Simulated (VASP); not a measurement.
Input of a VASP 6.6.1 run:

INCAR

```
SYSTEM = ZrOs
PREC = Accurate
ENCUT = 520
EDIFF = 1E-6
ISMEAR = 0
SIGMA = 0.1
LREAL = .FALSE.
LASPH = .TRUE.
NELM = 80
ALGO = Fast
ISIF = 2
LWAVE = .FALSE.
LCHARG = .TRUE.
GGA = CA
LELF = .TRUE.
LVHAR = .TRUE.
NBANDS = 17
```

The input KPOINTS:

```
regular mesh
0
G
  14 14 14
  0 0 0
```

File POSCAR:

```
ZrOs
1.0
    3.2266863222      0.0000000000      0.0000000000
    0.0000000000      3.2266863222      0.0000000000
    0.0000000000      0.0000000000      3.2266863222
Zr Os
1 1
Direct
    0.5000000000      0.5000000000      0.5000000000
    0.0000000000      0.0000000000      0.0000000000
```

Potentials or basis: VASP PAW LDA potentials, release 64 (Zr_sv, Os).

Run with:

```console
$ cat potpaw_LDA.64/Zr_sv/POTCAR potpaw_LDA.64/Os/POTCAR > POTCAR
$ mpirun -np 1 vasp_std > vasp.out
```

Question: Predict the pressure.

Answer: 0.4 GPa.

Question: What does it give for the band gap on the k mesh?

Answer: Zero (band 10 reaches 10.76 eV, above the bottom of band 11 at 9.32 eV).

Caveat: spin-orbit coupling is left out, which moves the levels of the heavy elements.
